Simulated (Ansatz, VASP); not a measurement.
## BaTiO3 in VASP and in Ansatz

File INCAR:

```
SYSTEM = BaTiO3
PREC     = Accurate       ! precision mode
ENCUT    = 520            ! plane-wave cutoff, eV
EDIFF    = 1E-6           ! SCF threshold, eV
ISMEAR   = -1             ! smearing method
SIGMA    = 0.05           ! smearing width, eV
LREAL    = .False.        ! projectors in reciprocal space
LASPH    = .True.         ! aspherical terms in the spheres
NELM     = 100            ! most SCF steps
ALGO     = Normal         ! electronic algorithm
ISIF     = 2              ! what is computed and relaxed
LWAVE    = .False.        ! write WAVECAR
LCHARG   = .True.         ! write CHGCAR
GGA      = PE             ! functional
LELF     = .True.         ! ELF
LVHAR    = .True.       
NBANDS   = 28             ! bands
```

File KPOINTS:

```
Automatic mesh
0
Gamma
  8 8 8
  0 0 0
```

The input POSCAR:

```
BaTiO3
1.0
    3.9804045588      0.0000000000      0.0000000000
    0.0000000000      3.9804045588      0.0000000000
    0.0000000000      0.0000000000      3.9804045588
Ba Ti O
1 1 3
Direct
    0.5000000000      0.5000000000      0.5000000000
    0.0000000000      0.0000000000      0.0000000000
    0.5000000000      0.0000000000      0.0000000000
    0.0000000000      0.5000000000      0.0000000000
    0.0000000000      0.0000000000      0.5000000000
```

Input for Ansatz:

```yaml
crystal:
  lattice:
    - [3.9804045588, 0.0, 0.0]
    - [0.0, 3.9804045588, 0.0]
    - [0.0, 0.0, 3.9804045588]
  atoms:
    - { symbol: Ba, position: [0.5, 0.5, 0.5] }
    - { symbol: Ti, position: [0.0, 0.0, 0.0] }
    - { symbol: O, position: [0.5, 0.0, 0.0] }
    - { symbol: O, position: [0.0, 0.5, 0.0] }
    - { symbol: O, position: [0.0, 0.0, 0.5] }
kpoints:
  mp_grid: { grid: [8, 8, 8] }
  band_path:
    path:
      - [0.0, 0.0, 0.0]
      - [0.0, 0.5, 0.0]
      - [0.5, 0.5, 0.0]
      - [0.0, 0.0, 0.0]
      - [0.5, 0.5, 0.5]
      - [0.0, 0.5, 0.0]
      - [0.5, 0.5, 0.5]
      - [0.5, 0.5, 0.0]
    npoints: 5
scf:
  occupations: { method: fermi_dirac, width: 0.05 }
hamiltonian:
  xc: pbe
  pseudopotentials: { kind: all_electron, lapw: { basis_error: 0.001 } }
output:
  forces: true
  stress: true
  eigenvalues: true
```

Change from the starting cell: volume scaled by 0.98.

Alike in both runs: task single point; functional PBE; k mesh 8 × 8 × 8; occupations fermi-dirac, width 0.05 eV; no spin polarisation.

|  | VASP | Ansatz |
| --- | --- | --- |
| version | VASP 6.6.1 | Ansatz 0.2.0 |
| potentials or method | VASP PAW PBE potentials, release 64 (Ba_sv, Ti_sv, O), cutoff 520 eV | all-electron LAPW, scalar-relativistic |

```tsv
	VASP	Ansatz	Ansatz less VASP
gap on the k mesh at the Fermi level (eV)	1.78	1.84	+0.061
pressure (GPa)	7.0	5.1	-1.88
```

Ansatz ran all-electron here, and VASP with PAW potentials.

Spin-orbit coupling is off throughout.
